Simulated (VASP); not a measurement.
Ta2SiO3: single point with PBE

Crystal: Ta2SiO3.

```
Ta Si O
1.0
     2.43130    1.40371    4.80004
    -2.43130    1.40371    4.80004
     0.00000   -2.80743    4.80004
Ta Si O
2 1 3
Direct
  0.74616 0.74616 0.74616
  0.25384 0.25384 0.25384
  0.00000 0.00000 0.00000
  0.00000 0.50000 0.00000
  0.50000 0.00000 0.00000
  0.00000 0.00000 0.50000
```

The cell was generated, and may not be a known phase.

```yaml
Program: VASP 6.6.1
Task: single point
Functional: PBE
Potentials_or_basis: VASP PAW PBE potentials, release 64 (Ta_sv_GW, Si, O)
Cutoff: 700 eV
k_mesh: 12 × 12 × 12
Occupations: gaussian, width 0.1 eV
Spin: no spin polarisation
```

| Quantity | Value |
| --- | --- |
| Pressure | 0.2 GPa |
| Largest force | 0.135 eV/Å |
| Band gap on the k mesh | zero (bands 24 and 25 overlap by 0.36 eV) |

Forces on the atoms (eV/Å):
```
Ta   0.000  0.000 -0.135
Ta   0.000  0.000  0.135
Si   0.000  0.000  0.000
O    0.000  0.000  0.000
O    0.000  0.000  0.000
O    0.000  0.000  0.000
```

Stress tensor (GPa, compression positive):
```
0.10 0.00 0.00
0.00 0.10 0.00
0.00 0.00 0.34
```

Levels at points of the mesh, in eV from the Fermi level:
```tsv
k point	band 21	band 22	band 23	band 24	band 25	band 26	band 27	band 28
(0.00, 0.00, 0.00)	-2.49	-0.58	-0.58	-0.20	-0.20	0.25	0.25	0.34
(0.50, 0.00, 0.00)	-3.00	-2.56	-0.87	-0.70	1.09	1.44	1.61	1.80
(0.50, 0.50, 0.00)	-3.30	-2.76	-2.57	-0.31	-0.14	0.89	1.17	1.27
(0.50, 0.50, 0.50)	-2.71	-2.71	-2.49	-1.96	1.44	1.44	1.46	1.68
```

Wall time 44 min on 1 thread of Intel(R) Xeon(R) Platinum 8259CL CPU @ 2.50GHz (Skylake/Cascade Lake), on a shared host, peak memory 0.97 GiB.

Caveat: spin-orbit coupling is left out, which moves the levels of the heavy elements.
